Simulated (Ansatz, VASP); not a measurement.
**Ti: VASP beside Ansatz**

The input INCAR:

```
SYSTEM = Ti
PREC = Accurate ; ENCUT = 520
EDIFF = 1E-7 ; ISMEAR = 0
SIGMA = 0.15 ; LREAL = .False.
LASPH = .True. ; NELM = 60
ALGO = Fast ; ISIF = 2
LWAVE = .False. ; LCHARG = .False.
NBANDS = 12
```

Contents of KPOINTS:

```
regular mesh
0
Gamma
  20 20 20
  0 0 0
```

File POSCAR:

```
Ti
1.0
    0.0000000000      2.1055620664      2.0005340298
    2.0355433753      0.0000000000      2.0005340298
    2.0355433753      2.1055620664      0.0000000000
Ti
1
Direct
    0.0000000000      0.0000000000      0.0000000000
```

Input for Ansatz:

```yaml
crystal:
  lattice:
    - [0.0, 2.1055620664, 2.0005340298]
    - [2.0355433753, 0.0, 2.0005340298]
    - [2.0355433753, 2.1055620664, 0.0]
  atoms:
    - { symbol: Ti, position: [0.0, 0.0, 0.0] }
basis:
  ecutwfc: 520.0
kpoints:
  mp_grid: { grid: [20, 20, 20] }
hamiltonian:
  xc: lda
  pseudopotentials: { kind: paw, azcp: { folder: soft_1 } }
scf:
  occupations: { method: gaussian, width: 0.15 }
output:
  forces: true
  stress: true
  eigenvalues: true
```

Change from the starting cell: normal strain along x +0.0175, normal strain along y +0.0525.

Alike in both runs: task single point; functional LDA; k mesh 20 × 20 × 20; occupations gaussian, width 0.15 eV; no spin polarisation.

|  | VASP | Ansatz |
| --- | --- | --- |
| version | VASP 6.6.1 | Ansatz 0.2.0 |
| potentials or method | VASP PAW LDA potentials, release 64 (Ti_sv), cutoff 520 eV | scalar-relativistic, plane waves, PAW |
| valence electrons in the cell | 12 | 12 |

Ansatz gave:

- gap on the k mesh at the Fermi level (eV): none
- pressure (GPa): -7.4
- traceless stress, the component that is largest in VASP (GPa): -0.89

Estimate VASP's values.

gap on the k mesh at the Fermi level (eV): none; pressure (GPa): -7.5; traceless stress, the component that is largest in VASP (GPa): -0.89.

Ansatz warns that its potentials were made for another functional, while VASP's fit it. LDA's correlation is that of Perdew and Zunger in VASP and of Perdew and Wang (1992) in Ansatz. A gap of «none» marks a metal or a gap that the smearing closes.
